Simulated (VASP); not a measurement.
A run of VASP 6.6.1:

Contents of INCAR:

```
ALGO = Normal ; EDIFF = 1E-6
ENCUT = 690 ; GGA = PE
GGA_COMPAT = F ; ISIF = 2
ISMEAR = -1 ; ISPIN = 2
LASPH = T ; LCHARG = F
LMAXMIX = 4 ; LORBIT = 11
LREAL = F ; LWAVE = F
MAGMOM = 2 0 ; NBANDS = 22
NELM = 200 ; NUPDOWN = 2.0
PREC = Accurate ; SIGMA = 0.05
```

Contents of KPOINTS:

```
k-points
0
Gamma
  8 8 8
```

POSCAR

```
AlNi
1.0
    2.8810000000      0.0000000000      0.0000000000
    0.0000000000      2.8810000000      0.0000000000
    0.0000000000      0.0000000000      2.8810000000
Ni Al
1 1
Direct
    0.5000000000      0.5000000000      0.5000000000
    0.0000000000      0.0000000000      0.0000000000
```

Potentials or basis: VASP PAW PBE potentials, release 64 (Ni_sv_GW, Al).

Run with:

```bash
$ cat potpaw_PBE.64/Ni_sv_GW/POTCAR potpaw_PBE.64/Al/POTCAR > POTCAR
$ mpirun -np 1 vasp_std > vasp.out
```

Hardware: 1 thread of AMD EPYC 9R45 (Zen 5) (shared host).

Task: How long does it take, and how much memory?

Result: Run time: 44 s on 1 thread of AMD EPYC 9R45 (Zen 5), with other jobs on the host, peak memory 0.19 GiB. Counts: scf iterations 14, k points 35.
